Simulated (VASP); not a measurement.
# Cu (Fm-3m) in VASP: notebook

Cu is run at these levels: LDA; tasks: relaxation of cell and atoms.

Program: VASP 6.6.1. These are calculated values, not measurements. Logs are shortened: lines on timing, memory, paths and dates and some standing lists are left out, and cuts for length are marked.

**1. The cell of the first run**

Symmetry: Fm-3m, No. 225, cubic system. The conventional cell has a = 3.519 Å, b = 3.519 Å, c = 3.519 Å, α = 90.00°, β = 90.00°, γ = 90.00°. Within 3.3 Å of Cu (site symmetry m-3m) lie 12 Cu at 2.49 Å.

**2. Relaxation of cell and atoms, LDA**

INCAR reads:

```
SYSTEM = Cu
PREC = Accurate
ENCUT = 600
EDIFF = 1E-7
ISMEAR = 0
SIGMA = 0.1
LREAL = .False.
LASPH = .True.
NELM = 100
ALGO = Normal
ISIF = 3
LWAVE = .False.
LCHARG = .False.
GGA = CA
IBRION = 2
NSW = 100
EDIFFG = -0.005
```

KPOINTS reads:

```
Automatic mesh
0
Gamma
  20 20 20
  0 0 0
```

POSCAR reads:

```
Cu
1.0
    0.0000000000      1.7594476940      1.7594476940
    1.7594476940      0.0000000000      1.7594476940
    1.7594476940      1.7594476940      0.0000000000
Cu
1
Direct
    0.0000000000      0.0000000000      0.0000000000
```

Potentials or basis: VASP PAW LDA potentials, release 64 (Cu).

Command:

```console
$ cat potpaw_LDA.64/Cu/POTCAR > POTCAR
$ mpirun -np 1 vasp_std > vasp.out
```

OUTCAR:

```text
SYSTEM = Cu
   PREC = Accurate
   ENCUT = 600
   EDIFF = 1E-7
   ISMEAR = 0
   LREAL = .False.
   LASPH = .True.
   NELM = 100
   ISIF = 3
   GGA = CA
   IBRION = 2
   NSW = 100
   EDIFFG = -0.005

 ion  position               nearest neighbor table
   1  0.000  0.000  0.000-

  LATTYP: Found a face centered cubic cell.
 ALAT       =     3.5188953880

  Lattice vectors:

 A1 = (   0.0000000000,   1.7594476940,   1.7594476940)
 A2 = (   1.7594476940,   0.0000000000,   1.7594476940)
 A3 = (   1.7594476940,   1.7594476940,   0.0000000000)

Analysis of symmetry for initial positions (statically):
=====================================================================
 Subroutine PRICEL returns:
 Original cell was already a primitive cell.

 Routine SETGRP: Setting up the symmetry group for a
 face centered cubic supercell.

 Subroutine GETGRP returns: Found 48 space group operations
 (whereof 48 operations were pure point group operations)
 out of a pool of 48 trial point group operations.

The static configuration has the point symmetry O_h .

Analysis of symmetry for dynamics (positions and initial velocities):
=====================================================================
 Subroutine PRICEL returns:
 Original cell was already a primitive cell.

 Routine SETGRP: Setting up the symmetry group for a
 face centered cubic supercell.

 Subroutine GETGRP returns: Found 48 space group operations
 (whereof 48 operations were pure point group operations)
 out of a pool of 48 trial point group operations.

The dynamic configuration has the point symmetry O_h .

 Subroutine INISYM returns: Found 48 space group operations
 (whereof 48 operations are pure point group operations),
 and found     1 'primitive' translations

----------------------------------------------------------------------------------------

                                     Primitive cell

  volume of cell :      10.8933

  direct lattice vectors                    reciprocal lattice vectors
     0.000000000  1.759447694  1.759447694    -0.284180088  0.284180088  0.284180088
     1.759447694  0.000000000  1.759447694     0.284180088 -0.284180088  0.284180088
     1.759447694  1.759447694  0.000000000     0.284180088  0.284180088 -0.284180088

  length of vectors
     2.488234791  2.488234791  2.488234791     0.492214350  0.492214350  0.492214350

  position of ions in fractional coordinates (direct lattice)
     0.000000000  0.000000000  0.000000000

  ion indices of the primitive-cell ions
   primitive index   ion index
                 1           1

----------------------------------------------------------------------------------------

 KPOINTS: Automatic mesh

Automatic generation of k-mesh.
 Grid dimensions read from file:
 generate k-points for:   20   20   20

 Generating k-lattice:

  Cartesian coordinates                     Fractional coordinates (reciprocal lattice)
    -0.014209004  0.014209004  0.014209004     0.050000000  0.000000000  0.000000000
     0.014209004 -0.014209004  0.014209004     0.000000000  0.050000000  0.000000000
     0.014209004  0.014209004 -0.014209004     0.000000000  0.000000000  0.050000000

  Length of vectors
     0.024610718  0.024610718  0.024610718

  Shift w.r.t. Gamma in fractional coordinates (k-lattice)
     0.000000000  0.000000000  0.000000000

 Subroutine IBZKPT returns following result:
 ===========================================

 Found    256 irreducible k-points:

 Following reciprocal coordinates:
            Coordinates               Weight
  0.000000  0.000000  0.000000      1.000000
  0.050000  0.000000  0.000000      8.000000
  0.100000  0.000000  0.000000      8.000000
  0.150000  0.000000  0.000000      8.000000
  0.200000  0.000000  0.000000      8.000000
  0.250000  0.000000  0.000000      8.000000
[... 16 lines left out ...]
 -0.400000  0.050000  0.000000     24.000000
 -0.350000  0.050000  0.000000     24.000000
 [... further k-points ...]
   k-points           NKPTS =    256   k-points in BZ     NKDIM =    256   number of bands    NBANDS=      9
   number of dos      NEDOS =    301   number of ions     NIONS =      1
   total plane-waves  NPLWV =   8000
   dimension x,y,z NGX =    20 NGY =   20 NGZ =   20
   dimension x,y,z NGXF=    40 NGYF=   40 NGZF=   40
   ions per type =               1
   NGX,Y,Z   is equivalent  to a cutoff of  13.36, 13.36, 13.36 a.u.
   NGXF,Y,Z  is equivalent  to a cutoff of  26.73, 26.73, 26.73 a.u.
 SYSTEM =  Cu
   PREC   = accura    normal or accurate (medium, high low for compatibility)
   ISTART =      0    job   : 0-new  1-cont  2-samecut
   ICHARG =      2    charge: 1-file 2-atom 10-const
   ISPIN  =      1    spin polarized calculation?
   LNONCOLLINEAR =      F non collinear calculations
   LSORBIT =      F    spin-orbit coupling
   LASPH  =      T    aspherical Exc in radial PAW
   ENCUT  =  600.0 eV  44.10 Ry    6.64 a.u.   4.97  4.97  4.97*2*pi/ulx,y,z
   NELM   =    100;   NELMIN=  2; NELMDL= -5     # of ELM steps
   EDIFF  = 0.1E-06   stopping-criterion for ELM
   LREAL  =      F    real-space projection
   EDIFFG = -.5E-02   stopping-criterion for IOM
   NSW    =    100    number of steps for IOM
   IBRION =      2    ionic relax: 0-MD 1-quasi-New 2-CG
   NFREE  =      1    steps in history (QN), initial steepest desc. (CG)
   ISIF   =      3    stress and relaxation
   ISYM   =      2    0-nonsym 1-usesym 2-fastsym
   POTIM  = 0.5000    time-step for ionic-motion
   TEBEG  =    0.0;   TEEND  =   0.0 temperature during run
   PSTRESS=    0.0 pullay stress
   NELECT =      11.0000    total number of electrons
   NUPDOWN=      -1.0000    fix difference up-down
   EMIN   =  10.00;   EMAX   =-10.00  energy-range for DOS
   EFERMI =   0.00;   METHOD = LEGACY
   ISMEAR =     0;   SIGMA  =   0.10  broadening in eV -4-tet -1-fermi 0-gaus
   EFERMI_NEDOS =   21; number of points for ismear=-14 and -15
   IALGO  =     38    algorithm
   IMIX   =      4    mixing-type and parameters
     AMIX     =   0.40;   BMIX     =  1.00
     AMIX_MAG =   1.60;   BMIX_MAG =  1.00
  volume/ion in A,a.u.               =      10.89        73.51
  Fermi-wavevector in a.u.,A,eV,Ry     =   1.642427  3.103737 36.702613  2.697566
  Thomas-Fermi vector in A             =   2.732731
   LORBIT       =      0    0 simple, 1 ext, 2 COOP (PROOUT), +10 PAW based schemes
   GGA     = CA    functional components
   LHFCALC =     F    Hartree Fock is set to
   AEXX    =    0.0000 exact exchange contribution
   IVDW    =     0    specifies the selected vdW correction
   LEPSILON=     F    determine dielectric tensor
   LRPA    =     F    only Hartree local field effects (RPA)
 conjugate gradient relaxation of ions
 non-spin polarized calculation
 Gauss-broadening in eV      SIGMA  =   0.10
  energy-cutoff  :      600.00
  volume of cell :       10.89
 maximum number of plane-waves:       380
   NGX =  9   NGY =  9   NGZ =  9

--------------------------------------- Ionic step        1  -------------------------------------------

 number of electron      10.9999998 magnetization

 Free energy of the ion-electron system (eV)
  ---------------------------------------------------
  ext. energy  EPLUGINS =         0.00000000
  ---------------------------------------------------
  free energy    TOTEN  =        -4.70909997 eV

  energy without entropy =       -4.70785021  energy(sigma->0) =       -4.70847509

------------------------ aborting loop because EDIFF is reached ----------------------------------------

  FORCE on cell =-STRESS in cart. coord.  units (eV):
  Direction    XX          YY          ZZ          XY          YZ          ZX
  --------------------------------------------------------------------------------------
  -------------------------------------------------------------------------------------
  Total        0.0555472      0.0555472      0.0555472      0.0000000     -0.0000000      0.0000000
  in kB        8.1698354      8.1698354      8.1698354      0.0000000     -0.0000000      0.0000000
  external PRESSURE =       8.1698354 kB  Pullay stress =       0.0000000 kB
[... 55 lines left out ...]
  energy  without entropy=       -4.7078854999  energy(sigma->0) =       -4.70851152

--------------------------------------- Ionic step        3  -------------------------------------------

 number of electron      11.0000001 magnetization

 Free energy of the ion-electron system (eV)
  ---------------------------------------------------
  ext. energy  EPLUGINS =         0.00000000
  ---------------------------------------------------
  free energy    TOTEN  =        -4.70922094 eV

  energy without entropy =       -4.70797016  energy(sigma->0) =       -4.70859555

 E-fermi :   8.3103     XC(G=0): -13.5554

 val. band max:        8.2541271731   @ k =   0.4500   0.3000   0.0000
 cond. band min:       8.3193634568   @ k =   0.5000   0.2500   0.1000
 fundamental gap:      0.0652362837
 Fermi energy:         8.3102589018

 k-point     1 :       0.0000    0.0000    0.0000
  band No.  band energies     occupation
      1      -1.6089      2.00000
      2       5.0186      2.00000
      3       5.0186      2.00000
      4       5.0186      2.00000
      5       5.9617      2.00000
      6       5.9617      2.00000
      7      31.6200      0.00000
      8      34.7009      0.00000
      9      34.7009      0.00000
[... 265 lines left out ...]
 k-point    24 :      -0.3500    0.0500    0.0000
  band No.  band energies     occupation
      1       2.3307      2.00000
      2       5.0522      2.00000
      3       5.0977      2.00000
      4       5.2385      2.00000
      5       6.3129      2.00000
      6       6.6275      2.00000
      7      16.0693      0.00000
      8      28.9944      0.00000
      9      31.3837      0.00000

 [... further k-points ...]
[... 5 lines left out ...]
  --------------------------------------------------------------------------------------
  -------------------------------------------------------------------------------------
  Total       -0.0043082     -0.0043082     -0.0043082     -0.0000000      0.0000000      0.0000000
  in kB       -0.6308737     -0.6308737     -0.6308737     -0.0000000      0.0000000      0.0000000
  external PRESSURE =      -0.6308737 kB  Pullay stress =       0.0000000 kB
[... 16 lines left out ...]
  FREE ENERGIE OF THE ION-ELECTRON SYSTEM (eV)
  ---------------------------------------------------
  free  energy   TOTEN  =        -4.7092209366 eV

  energy  without entropy=       -4.7079701649  energy(sigma->0) =       -4.70859555

 reached required accuracy - stopping structural energy minimisation
```

It took 19 s on 1 thread of Intel Xeon 6975P-C (Granite Rapids), shared host; peak memory 0.14 GiB.

Results:

```yaml
Free_energy: -4.7092 eV
Relaxed_volume: 10.94 Å³/atom
Relaxed_cell: a = 2.492 Å, b = 2.492 Å, c = 2.492 Å, α = 60.00°, β = 60.00°, γ = 60.00°
Space_group_after_relaxing_to_0.05_Å: Fm-3m (No. 225)
Energy_gained_by_relaxing: 0.1 meV/atom
Ionic_steps: 3
Pressure_after_relaxing: -0.1 GPa
```

The path:
| step | energy change (eV) | largest force (eV/Å) | pressure (GPa) | volume (Å³) |
| --- | --- | --- | --- | --- |
| 1 | 0.0000 | 0.0000 | 0.82 | 10.89 |
| 2 | 0.0000 | 0.0000 | -0.67 | 10.98 |
| 3 | -0.0001 | 0.0000 | -0.06 | 10.94 |

Final structure:
```
Cu
1.0
     0.00000    1.76202    1.76202
     1.76202    0.00000    1.76202
     1.76202    1.76202    0.00000
Cu
1
Direct
  0.00000 0.00000 0.00000
```

**3. Relaxation of cell and atoms, LDA**

INCAR reads:

```
SYSTEM = Cu
ALGO = Fast
EDIFF = 1E-6
EDIFFG = -0.001
ENCUT = 600
IBRION = 2
ISIF = 3
ISMEAR = -1
LASPH = .True.
LCHARG = .False.
LREAL = .False.
LWAVE = .False.
NELM = 80
NSW = 80
PREC = Accurate
SIGMA = 0.15
```

KPOINTS reads:

```
k-points
0
Gamma
  20 20 20
  0 0 0
```

POSCAR reads:

```
Cu
1.0
    0.0000000000      1.7593189909      1.7593189909
    1.7593189909      0.0000000000      1.7593189909
    1.7593189909      1.7593189909      0.0000000000
Cu
1
Direct
    0.0000000000      0.0000000000      0.0000000000
```

Potentials or basis: VASP PAW LDA potentials, release 64 (Cu).

Command:

```console
$ cat potpaw_LDA.64/Cu/POTCAR > POTCAR
$ mpirun -np 1 vasp_std > vasp.out
```

Run time: 63 s. Hardware: 1 thread of Intel Xeon 6975P-C (Granite Rapids), shared host; peak memory 0.15 GiB.

The run converged. Its results:

| Property | Result |
| --- | --- |
| Free energy | -4.7187 eV |
| Relaxed volume | 10.94 Å³/atom |
| Relaxed cell | a = 2.492 Å, b = 2.492 Å, c = 2.492 Å, α = 60.00°, β = 60.00°, γ = 60.00° |
| Space group after relaxing (to 0.05 Å) | Fm-3m (No. 225) |
| Energy gained by relaxing | 0.2 meV/atom |
| Ionic steps | 16 |
| Pressure after relaxing | 0.0 GPa |

Step by step:
| step | energy change (eV) | largest force (eV/Å) | pressure (GPa) | volume (Å³) |
| --- | --- | --- | --- | --- |
| 1 | 0.0000 | 0.0000 | 1.31 | 10.89 |
| 2 | 0.0002 | 0.0000 | -1.63 | 11.03 |
| 3 | -0.0002 | 0.0000 | 0.05 | 10.95 |
| 4 | -0.0002 | 0.0000 | -0.52 | 10.95 |
| 5 | -0.0002 | 0.0000 | -0.18 | 10.95 |
| 6 | -0.0001 | 0.0000 | 0.83 | 10.93 |
| 7 | -0.0002 | 0.0000 | -0.52 | 10.95 |
| 8 | -0.0002 | 0.0000 | 0.03 | 10.94 |
| 9 | -0.0002 | 0.0000 | -0.48 | 10.94 |
| 10 | -0.0002 | 0.0000 | 0.12 | 10.93 |
| 11 | -0.0002 | 0.0000 | 0.30 | 10.94 |
| 12 | -0.0002 | 0.0000 | -0.17 | 10.94 |
| 13 | -0.0002 | 0.0000 | 1.02 | 10.94 |
| 14 | -0.0002 | 0.0000 | -0.48 | 10.94 |
| 15 | -0.0002 | 0.0000 | 0.46 | 10.94 |
| 16 | -0.0002 | 0.0000 | 0.00 | 10.94 |

Final structure:
```
Cu
1.0
     0.00000    1.76179    1.76179
     1.76179    0.00000    1.76179
     1.76179    1.76179    0.00000
Cu
1
Direct
  0.00000 0.00000 0.00000
```

Levels at points of the mesh, in eV from the Fermi level:
| k point | band 3 | band 4 | band 5 | band 6 | band 7 | band 8 | band 9 |
| --- | --- | --- | --- | --- | --- | --- | --- |
| (0.00, 0.00, 0.00) | -3.34 | -3.34 | -2.40 | -2.40 | 23.27 | 26.35 | 26.35 |
| (0.50, 0.00, 0.00) | -3.37 | -1.76 | -1.76 | -1.22 | 4.11 | 21.75 | 23.12 |
| (0.50, 0.50, 0.00) | -1.77 | -1.60 | -1.60 | 1.41 | 7.65 | 13.59 | 13.59 |

**4. Relaxation of cell and atoms, LDA**

This run uses another cell than the first one, of 11.81 Å³/atom, 1.084 times its volume.

INCAR reads:

```
SYSTEM = Cu
  ALGO = Normal
  EDIFF = 1E-7
  EDIFFG = -0.05
  ENCUT = 700
  GGA_COMPAT = .False.
  IBRION = 2
  ISIF = 3
  ISMEAR = 0
  LASPH = .True.
  LCHARG = .False.
  LREAL = .False.
  LWAVE = .False.
  NELM = 120
  NELMIN = 4
  NSW = 100
  PREC = Accurate
  SIGMA = 0.1
```

KPOINTS reads:

```
k-points
0
Gamma
  10 10 10
  0 0 0
```

POSCAR reads:

```
Cu
1.0
    0.0000000000      1.8075000000      1.8075000000
    1.8075000000      0.0000000000      1.8075000000
    1.8075000000      1.8075000000      0.0000000000
Cu
1
Direct
    0.0000000000      0.0000000000      0.0000000000
```

Potentials or basis: VASP PAW LDA potentials, release 64 (Cu_sv_GW).

Command:

```console
$ cat potpaw_LDA.64/Cu_sv_GW/POTCAR > POTCAR
$ mpirun -np 1 vasp_std > vasp.out
```

It took 17 s on 1 thread of Intel Xeon Platinum 8488C (Sapphire Rapids), shared host; peak memory 0.15 GiB.

Results (log left out):

```yaml
Free_energy: -4.8704 eV
Relaxed_volume: 10.72 Å³/atom
Relaxed_cell: a = 2.475 Å, b = 2.475 Å, c = 2.475 Å, α = 60.00°, β = 60.00°, γ = 60.00°
Space_group_after_relaxing_to_0.05_Å: Fm-3m (No. 225)
Energy_gained_by_relaxing: 63.8 meV/atom
Ionic_steps: 3
Pressure_after_relaxing: -0.2 GPa
```

Step by step:
```csv
step,energy change (eV),largest force (eV/Å),pressure (GPa),volume (Å³)
1,0.0000,0.0000,-16.71,11.81
2,-0.0054,0.0000,23.23,9.83
3,-0.0638,0.0000,-0.24,10.72
```

Final structure:
```
Cu
1.0
     0.00000    1.75003    1.75003
     1.75003    0.00000    1.75003
     1.75003    1.75003    0.00000
Cu
1
Direct
  0.00000 0.00000 0.00000
```

Levels at points of the mesh, in eV from the Fermi level:
```tsv
k point	band 8	band 9	band 10	band 11	band 12	band 13
(0.00, 0.00, 0.00)	-3.26	-2.27	-2.27	23.59	26.81	26.81
(0.50, 0.00, 0.00)	-1.60	-1.60	-1.20	4.35	22.04	23.56
(0.50, 0.50, 0.00)	-1.44	-1.44	1.48	7.93	13.86	13.86
```

**5. Overview**

```csv
potentials or basis,cell,k mesh,cutoff (eV),smearing,second run,gap on the mesh (eV),pressure (GPa),relaxed volume (Å³/atom)
"VASP PAW LDA potentials, release 64 (Cu)","relaxed from a = 2.488 Å, angles 60.0°, 1 atom",20 × 20 × 20,600,gaussian 0.1 eV,-,none,-0.1,10.94
"VASP PAW LDA potentials, release 64 (Cu)","relaxed from a = 2.488 Å, angles 60.0°, 1 atom",20 × 20 × 20,600,fermi-dirac 0.15 eV,-,none,0.0,10.94
"VASP PAW LDA potentials, release 64 (Cu_sv_GW)","relaxed from a = 2.556 Å, angles 60.0°, 1 atom",10 × 10 × 10,700,gaussian 0.1 eV,valence_matched,none,-0.2,10.72
```

Alike in all rows: task relaxation of cell and atoms; level LDA; no spin polarisation.

Total energies depend on the potentials used, so only differences within one code and one set of settings carry meaning.
